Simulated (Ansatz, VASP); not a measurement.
Two plane-wave programs on CdH6

```xyz
7
Lattice="3.8613 0.0000 0.0000 0.0000 3.8613 0.0000 0.0000 0.0000 7.4035" Properties=species:S:1:pos:R:3 pbc="T T T"
Cd    1.9306    1.9306    3.7018
H     3.4874    1.9306    0.0000
H     0.3739    1.9306    0.0000
H     1.9306    3.4874    0.0000
H     1.9306    0.3739    0.0000
H     0.0000    1.9306    3.7018
H     1.9306    0.0000    3.7018
```

Alike in both runs: task relaxation of cell and atoms; functional PBE; k mesh 10 × 10 × 6; occupations gaussian, width 0.1 eV; no spin polarisation.

```csv
,VASP,Ansatz
version,VASP 6.6.1,Ansatz 0.2.0
potentials or method,"VASP PAW PBE potentials, release 64 (Cd, H), cutoff 600 eV","scalar-relativistic, plane waves, PAW"
valence electrons in the cell,18,26
```

Ansatz gave:

| Quantity | Value |
| --- | --- |
| gap on the k mesh at the Fermi level, each at its own relaxed structure (eV) | none |
| relaxed volume (Å³/atom) | 15.73 |
| relaxed cell length with the largest relative difference (Å) | 3.855 |

Which values does VASP return?

gap on the k mesh at the Fermi level, each at its own relaxed structure (eV): none; relaxed volume (Å³/atom): 15.77; relaxed cell length with the largest relative difference (Å): 3.861.

A gap of «none» marks a metal or a gap that the smearing closes. VASP's potentials hold 18 valence electrons a cell and Ansatz's 26, so a difference there can come from the potentials and not from the codes.
